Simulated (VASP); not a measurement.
# TlBr (Pm-3m) in VASP: notebook

TlBr is run at these levels: PBE+D3(BJ); tasks: single point, relaxation of cell and atoms.

All numbers are computed with VASP 6.6.1; they aren't measurements. Logs are shortened: lines on timing, memory, paths and dates and some standing lists are left out, and cuts for length are marked.

### Step 1. The cell of the first run

The structure is cubic, space group Pm-3m (No. 221). Conventional cell: a = 3.980 Å, b = 3.980 Å, c = 3.980 Å, α = 90.00°, β = 90.00°, γ = 90.00°. Within 4.5 Å of Tl (site symmetry m-3m) lie 8 Br at 3.45 Å and 6 Tl at 3.98 Å. Within 4.5 Å of Br (site symmetry m-3m) lie 8 Tl at 3.45 Å and 6 Br at 3.98 Å.

### Step 2. Single point, PBE+D3(BJ)

The input, INCAR:

```
ALGO = Normal
EDIFF = 1E-7
ENCUT = 520
GGA = PE
ISIF = 2
ISMEAR = 0
IVDW = 12
LASPH = T
LCHARG = F
LREAL = F
LWAVE = F
NBANDS = 17
NELM = 100
PREC = Accurate
SIGMA = 0.02
```

The input, KPOINTS:

```
k-points
0
Gamma
  8 8 8
```

The input, POSCAR:

```
TlBr
1.0
    3.9800000000      0.0000000000      0.0000000000
    0.0000000000      3.9800000000      0.0000000000
    0.0000000000      0.0000000000      3.9800000000
Tl Br
1 1
Direct
    0.0000000000      0.0000000000      0.0000000000
    0.5000000000      0.5000000000      0.5000000000
```

Potentials or basis: VASP PAW PBE potentials, release 64 (Tl_d, Br).

Command:

```bash
$ cat potpaw_PBE.64/Tl_d/POTCAR potpaw_PBE.64/Br/POTCAR > POTCAR
$ mpirun -np 1 vasp_std > vasp.out
```

OUTCAR:

```text
EDIFF = 1E-7
   ENCUT = 520
   GGA = PE
   ISIF = 2
   ISMEAR = 0
   IVDW = 12
   LASPH = T
   LREAL = F
   NELM = 100
   PREC = Accurate
 IVDW          = 12

 ion  position               nearest neighbor table
   1  0.000  0.000  0.000-   2 3.45   2 3.45   2 3.45   2 3.45   2 3.45   2 3.45   2 3.45   2 3.45

   2  0.500  0.500  0.500-   1 3.45   1 3.45   1 3.45   1 3.45   1 3.45   1 3.45   1 3.45   1 3.45

  LATTYP: Found a simple cubic cell.
 ALAT       =     3.9800000000

  Lattice vectors:

 A1 = (   3.9800000000,   0.0000000000,   0.0000000000)
 A2 = (   0.0000000000,   3.9800000000,   0.0000000000)
 A3 = (   0.0000000000,   0.0000000000,   3.9800000000)

Analysis of symmetry for initial positions (statically):
=====================================================================
 Subroutine PRICEL returns:
 Original cell was already a primitive cell.

 Routine SETGRP: Setting up the symmetry group for a
 simple cubic supercell.

 Subroutine GETGRP returns: Found 48 space group operations
 (whereof 48 operations were pure point group operations)
 out of a pool of 48 trial point group operations.

The static configuration has the point symmetry O_h .

Analysis of symmetry for dynamics (positions and initial velocities):
=====================================================================
 Subroutine PRICEL returns:
 Original cell was already a primitive cell.

 Routine SETGRP: Setting up the symmetry group for a
 simple cubic supercell.

 Subroutine GETGRP returns: Found 48 space group operations
 (whereof 48 operations were pure point group operations)
 out of a pool of 48 trial point group operations.

The dynamic configuration has the point symmetry O_h .

 Subroutine INISYM returns: Found 48 space group operations
 (whereof 48 operations are pure point group operations),
 and found     1 'primitive' translations

----------------------------------------------------------------------------------------

                                     Primitive cell

  volume of cell :      63.0448

  direct lattice vectors                    reciprocal lattice vectors
     3.980000000  0.000000000  0.000000000     0.251256281  0.000000000  0.000000000
     0.000000000  3.980000000  0.000000000     0.000000000  0.251256281  0.000000000
     0.000000000  0.000000000  3.980000000     0.000000000  0.000000000  0.251256281

  length of vectors
     3.980000000  3.980000000  3.980000000     0.251256281  0.251256281  0.251256281

  position of ions in fractional coordinates (direct lattice)
     0.000000000  0.000000000  0.000000000
     0.500000000  0.500000000  0.500000000

  ion indices of the primitive-cell ions
   primitive index   ion index
                 1           1
                 2           2

----------------------------------------------------------------------------------------

 KPOINTS: k-points

Automatic generation of k-mesh.
 Grid dimensions read from file:
 generate k-points for:    8    8    8

 Generating k-lattice:

  Cartesian coordinates                     Fractional coordinates (reciprocal lattice)
     0.031407035  0.000000000  0.000000000     0.125000000  0.000000000  0.000000000
     0.000000000  0.031407035  0.000000000     0.000000000  0.125000000  0.000000000
     0.000000000  0.000000000  0.031407035     0.000000000  0.000000000  0.125000000

  Length of vectors
     0.031407035  0.031407035  0.031407035

  Shift w.r.t. Gamma in fractional coordinates (k-lattice)
     0.000000000  0.000000000  0.000000000

 Subroutine IBZKPT returns following result:
 ===========================================

 Found     35 irreducible k-points:

 Following reciprocal coordinates:
            Coordinates               Weight
  0.000000  0.000000  0.000000      1.000000
  0.125000  0.000000  0.000000      6.000000
  0.250000  0.000000  0.000000      6.000000
  0.375000  0.000000  0.000000      6.000000
  0.500000  0.000000  0.000000      3.000000
  0.125000  0.125000  0.000000     12.000000
[... 16 lines left out ...]
  0.375000  0.375000  0.125000     24.000000
  0.500000  0.375000  0.125000     24.000000
 [... further k-points ...]
   k-points           NKPTS =     35   k-points in BZ     NKDIM =     35   number of bands    NBANDS=     17
   number of dos      NEDOS =    301   number of ions     NIONS =      2
   total plane-waves  NPLWV =  27000
   dimension x,y,z NGX =    30 NGY =   30 NGZ =   30
   dimension x,y,z NGXF=    60 NGYF=   60 NGZF=   60
   ions per type =               1   1
   NGX,Y,Z   is equivalent  to a cutoff of  12.53, 12.53, 12.53 a.u.
   NGXF,Y,Z  is equivalent  to a cutoff of  25.06, 25.06, 25.06 a.u.
 SYSTEM =  unknown system
   PREC   = accura    normal or accurate (medium, high low for compatibility)
   ISTART =      0    job   : 0-new  1-cont  2-samecut
   ICHARG =      2    charge: 1-file 2-atom 10-const
   ISPIN  =      1    spin polarized calculation?
   LNONCOLLINEAR =      F non collinear calculations
   LSORBIT =      F    spin-orbit coupling
   LASPH  =      T    aspherical Exc in radial PAW
   ENCUT  =  520.0 eV  38.22 Ry    6.18 a.u.   7.40  7.40  7.40*2*pi/ulx,y,z
   NELM   =    100;   NELMIN=  2; NELMDL= -5     # of ELM steps
   EDIFF  = 0.1E-06   stopping-criterion for ELM
   LREAL  =      F    real-space projection
   EDIFFG = 0.1E-05   stopping-criterion for IOM
   NSW    =      0    number of steps for IOM
   IBRION =     -1    ionic relax: 0-MD 1-quasi-New 2-CG
   NFREE  =      0    steps in history (QN), initial steepest desc. (CG)
   ISIF   =      2    stress and relaxation
   ISYM   =      2    0-nonsym 1-usesym 2-fastsym
   POTIM  = 0.5000    time-step for ionic-motion
   TEBEG  =    0.0;   TEEND  =   0.0 temperature during run
   PSTRESS=    0.0 pullay stress
   NELECT =      20.0000    total number of electrons
   NUPDOWN=      -1.0000    fix difference up-down
   EMIN   =  10.00;   EMAX   =-10.00  energy-range for DOS
   EFERMI =   0.00;   METHOD = LEGACY
   ISMEAR =     0;   SIGMA  =   0.02  broadening in eV -4-tet -1-fermi 0-gaus
   EFERMI_NEDOS =   21; number of points for ismear=-14 and -15
   IALGO  =     38    algorithm
   IMIX   =      4    mixing-type and parameters
     AMIX     =   0.40;   BMIX     =  1.00
     AMIX_MAG =   1.60;   BMIX_MAG =  1.00
  volume/ion in A,a.u.               =      31.52       212.72
  Fermi-wavevector in a.u.,A,eV,Ry     =   1.116525  2.109926 16.961403  1.246628
  Thomas-Fermi vector in A             =   2.253140
   LORBIT       =      0    0 simple, 1 ext, 2 COOP (PROOUT), +10 PAW based schemes
   GGA     = PE    functional components
   LHFCALC =     F    Hartree Fock is set to
   AEXX    =    0.0000 exact exchange contribution
   IVDW    =    12    specifies the selected vdW correction
   LEPSILON=     F    determine dielectric tensor
   LRPA    =     F    only Hartree local field effects (RPA)
 non-spin polarized calculation
 Gauss-broadening in eV      SIGMA  =   0.02
  energy-cutoff  :      520.00
  volume of cell :       63.04
 maximum number of plane-waves:      1743
 NGX is ok and might be reduce to    30
   NGX = 15   NGY = 15   NGZ = 15

 number of electron      20.0000005 magnetization

 Free energy of the ion-electron system (eV)
  ---------------------------------------------------
  ext. energy  EPLUGINS =         0.00000000
  ---------------------------------------------------
  free energy    TOTEN  =        -5.53264978 eV

  energy without entropy =       -5.53264978  energy(sigma->0) =       -5.53264978

 E-fermi :   2.5359     XC(G=0):  -8.9695

 val. band max:        2.3817481255   @ k =   0.5000   0.0000   0.0000
 cond. band min:       4.2437499559   @ k =   0.5000   0.0000   0.0000
 fundamental gap:      1.8620018304
 Fermi energy:         2.5359366697

 k-point     1 :       0.0000    0.0000    0.0000
  band No.  band energies     occupation
      1     -11.3530      2.00000
      2      -7.7221      2.00000
      3      -7.7221      2.00000
      4      -7.5454      2.00000
      5      -7.5454      2.00000
      6      -7.5454      2.00000
[... 9 lines left out ...]
     16      13.5402      0.00000
     17      15.8240      0.00000

 k-point     2 :       0.1250    0.0000    0.0000
  band No.  band energies     occupation
      1     -11.3202      2.00000
      2      -7.7206      2.00000
      3      -7.7027      2.00000
      4      -7.5544      2.00000
      5      -7.5544      2.00000
      6      -7.5446      2.00000
[... 9 lines left out ...]
     16      14.4238      0.00000
     17      15.5672      0.00000

 k-point     3 :       0.2500    0.0000    0.0000
  band No.  band energies     occupation
      1     -11.2386      2.00000
      2      -7.7169      2.00000
      3      -7.6569      2.00000
      4      -7.5758      2.00000
      5      -7.5758      2.00000
      6      -7.5427      2.00000
[... 9 lines left out ...]
     16      14.4632      0.00000
     17      15.6068      0.00000

 k-point     4 :       0.3750    0.0000    0.0000
  band No.  band energies     occupation
      1     -11.1531      2.00000
      2      -7.7132      2.00000
      3      -7.6127      2.00000
      4      -7.5969      2.00000
      5      -7.5969      2.00000
      6      -7.5408      2.00000
[... 9 lines left out ...]
     16      13.9339      0.00000
     17      15.8980      0.00000

 k-point     5 :       0.5000    0.0000    0.0000
  band No.  band energies     occupation
      1     -11.1164      2.00000
      2      -7.7117      2.00000
      3      -7.6056      2.00000
      4      -7.6056      2.00000
      5      -7.5951      2.00000
      6      -7.5400      2.00000
[... 9 lines left out ...]
     16      15.5904      0.00000
     17      15.9116      0.00000

 k-point     6 :       0.1250    0.1250    0.0000
  band No.  band energies     occupation
      1     -11.2895      2.00000
      2      -7.7103      2.00000
      3      -7.6916      2.00000
      4      -7.5613      2.00000
      5      -7.5549      2.00000
      6      -7.5517      2.00000
[... 9 lines left out ...]
     16      14.0951      0.00000
     17      14.8327      0.00000

 k-point     7 :       0.2500    0.1250    0.0000
  band No.  band energies     occupation
      1     -11.2134      2.00000
      2      -7.7035      2.00000
      3      -7.6480      2.00000
      4      -7.5774      2.00000
      5      -7.5743      2.00000
      6      -7.5506      2.00000
[... 9 lines left out ...]
     16      13.8934      0.00000
     17      14.5048      0.00000

 k-point     8 :       0.3750    0.1250    0.0000
  band No.  band energies     occupation
      1     -11.1340      2.00000
      2      -7.6993      2.00000
      3      -7.6035      2.00000
      4      -7.5948      2.00000
      5      -7.5923      2.00000
      6      -7.5482      2.00000
[... 9 lines left out ...]
     16      14.2861      0.00000
     17      14.6860      0.00000
[... 203 lines left out ...]
      1     -11.0824      2.00000
      2      -7.6814      2.00000
      3      -7.6161      2.00000
      4      -7.5818      2.00000
      5      -7.5775      2.00000
      6      -7.5549      2.00000
[... 9 lines left out ...]
     16      14.1385      0.00000
     17      14.1612      0.00000

 k-point    20 :       0.2500    0.2500    0.1250
  band No.  band energies     occupation
      1     -11.1281      2.00000
      2      -7.6625      2.00000
      3      -7.6136      2.00000
      4      -7.5936      2.00000
      5      -7.5776      2.00000
      6      -7.5621      2.00000
[... 9 lines left out ...]
     16      13.9985      0.00000
     17      14.7829      0.00000

 k-point    21 :       0.3750    0.2500    0.1250
  band No.  band energies     occupation
      1     -11.0657      2.00000
      2      -7.6535      2.00000
      3      -7.6108      2.00000
      4      -7.5816      2.00000
      5      -7.5670      2.00000
      6      -7.5638      2.00000
[... 9 lines left out ...]
     16      13.6327      0.00000
     17      14.7415      0.00000

 k-point    22 :       0.5000    0.2500    0.1250
  band No.  band energies     occupation
      1     -11.0393      2.00000
      2      -7.6507      2.00000
      3      -7.6195      2.00000
      4      -7.5758      2.00000
      5      -7.5678      2.00000
      6      -7.5490      2.00000
[... 9 lines left out ...]
     16      13.2534      0.00000
     17      15.4783      0.00000

 k-point    23 :       0.3750    0.3750    0.1250
  band No.  band energies     occupation
      1     -11.0163      2.00000
      2      -7.6367      2.00000
      3      -7.6075      2.00000
      4      -7.5956      2.00000
      5      -7.5623      2.00000
      6      -7.5296      2.00000
[... 9 lines left out ...]
     16      13.3075      0.00000
     17      14.7074      0.00000

 k-point    24 :       0.5000    0.3750    0.1250
  band No.  band energies     occupation
      1     -10.9955      2.00000
      2      -7.6316      2.00000
      3      -7.6106      2.00000
      4      -7.5945      2.00000
      5      -7.5643      2.00000
      6      -7.5114      2.00000
[... 9 lines left out ...]
     16      13.2888      0.00000
     17      15.0110      0.00000

 [... further k-points ...]

------------------------ aborting loop because EDIFF is reached ----------------------------------------

 Edisp (eV)   -0.54797

 E8    (eV) :    -0.2574

  FORCE on cell =-STRESS in cart. coord.  units (eV):
  Direction    XX          YY          ZZ          XY          YZ          ZX
  --------------------------------------------------------------------------------------
  -------------------------------------------------------------------------------------
  Total      -0.01313    -0.01313    -0.01313     0.00000     0.00000     0.00000
  in kB      -0.33374    -0.33374    -0.33374     0.00000     0.00000     0.00000
  external pressure =       -0.33 kB  Pullay stress =        0.00 kB

 VOLUME and BASIS-vectors are now :
 -----------------------------------------------------------------------------
  energy-cutoff  :      520.00
  volume of cell :       63.04
      direct lattice vectors                 reciprocal lattice vectors
     3.980000000  0.000000000  0.000000000     0.251256281  0.000000000  0.000000000
     0.000000000  3.980000000  0.000000000     0.000000000  0.251256281  0.000000000
     0.000000000  0.000000000  3.980000000     0.000000000  0.000000000  0.251256281

 POSITION                                       TOTAL-FORCE (eV/Angst)
 -----------------------------------------------------------------------------------
      0.00000      0.00000      0.00000         0.000000      0.000000      0.000000
      1.99000      1.99000      1.99000         0.000000      0.000000      0.000000
 -----------------------------------------------------------------------------------
    total drift:                               -0.000000     -0.000000     -0.000000

  FREE ENERGIE OF THE ION-ELECTRON SYSTEM (eV)
  ---------------------------------------------------
  free  energy   TOTEN  =        -6.0806151222 eV

  energy  without entropy=       -6.0806151222  energy(sigma->0) =       -6.08061512
```

Run time: 16 s. Hardware: 1 thread of AMD EPYC 9R45 (Zen 5), shared host; peak memory 0.16 GiB.

What came out:

| Property | Result |
| --- | --- |
| Free energy | -6.0806 eV |
| Pressure | 0.0 GPa |
| Band gap on the k mesh | 1.86 eV |
| Dispersion energy per atom | -0.274 eV |

Levels at points of the mesh, in eV from the valence-band top:
```tsv
k point	band 6	band 7	band 8	band 9	band 10	band 11	band 12	band 13	band 14	band 15
(0.00, 0.00, 0.00)	-9.93	-4.65	-1.30	-1.30	-1.30	7.02	7.02	7.23	7.23	7.23
(0.50, 0.00, 0.00)	-9.92	-5.53	-0.80	-0.80	0.00	1.86	5.77	5.77	8.01	10.42
(0.50, 0.50, 0.00)	-9.88	-3.75	-2.93	-2.93	-0.72	4.87	4.87	7.39	7.70	10.35
(0.50, 0.50, 0.50)	-9.87	-2.75	-1.92	-1.92	-1.92	2.15	2.15	2.15	12.82	12.82
```

Caveat: spin-orbit coupling is left out, which moves the levels of the heavy elements.

### Step 3. Relaxation of cell and atoms, PBE+D3(BJ)

The input, INCAR:

```
ALGO = Fast
EDIFF = 1E-6
EDIFFG = -0.005
ENCUT = 600
GGA = PE
IBRION = 2
ISIF = 3
ISMEAR = 0
IVDW = 12
LASPH = True
LCHARG = False
LREAL = False
LWAVE = False
NELM = 100
NSW = 100
PREC = Accurate
SIGMA = 0.02
```

KPOINTS is that of step 2.

POSCAR is that of step 2.

Potentials or basis: VASP PAW PBE potentials, release 64 (Tl_d, Br).

Command:

```bash
$ cat potpaw_PBE.64/Tl_d/POTCAR potpaw_PBE.64/Br/POTCAR > POTCAR
$ mpirun -np 1 vasp_std > vasp.out
```

Run time: 15 s. Hardware: 1 thread of AMD EPYC 9R45 (Zen 5), shared host; peak memory 0.17 GiB.

Results (log left out):

* Free energy: -6.0806 eV
* Pressure after relaxing: 0.0 GPa
* Band gap on the k mesh: 1.86 eV
* Dispersion energy per atom: -0.274 eV

Final structure:
```
CELL_PARAMETERS angstrom
3.98000 0.00000 0.00000
0.00000 3.98000 0.00000
0.00000 0.00000 3.98000
ATOMIC_POSITIONS crystal
Tl 0.00000 0.00000 0.00000
Br 0.50000 0.50000 0.50000
```

Levels at points of the mesh, in eV from the valence-band top:
```
           k point  band 7  band 8  band 9  band 10  band 11  band 12  band 13  band 14
(0.00, 0.00, 0.00)   -4.65   -1.30   -1.30    -1.30     7.02     7.02     7.23     7.23
(0.50, 0.00, 0.00)   -5.54   -0.80   -0.80     0.00     1.86     5.77     5.77     8.01
(0.50, 0.50, 0.00)   -3.75   -2.93   -2.93    -0.72     4.87     4.87     7.39     7.70
(0.50, 0.50, 0.50)   -2.75   -1.92   -1.92    -1.92     2.15     2.15     2.15    12.82
```

Caveat: the relaxation stopped at its first step, so nothing moved; spin-orbit coupling is left out, which moves the levels of the heavy elements. PBE gaps usually lie below the measured ones, often by a third to a half.
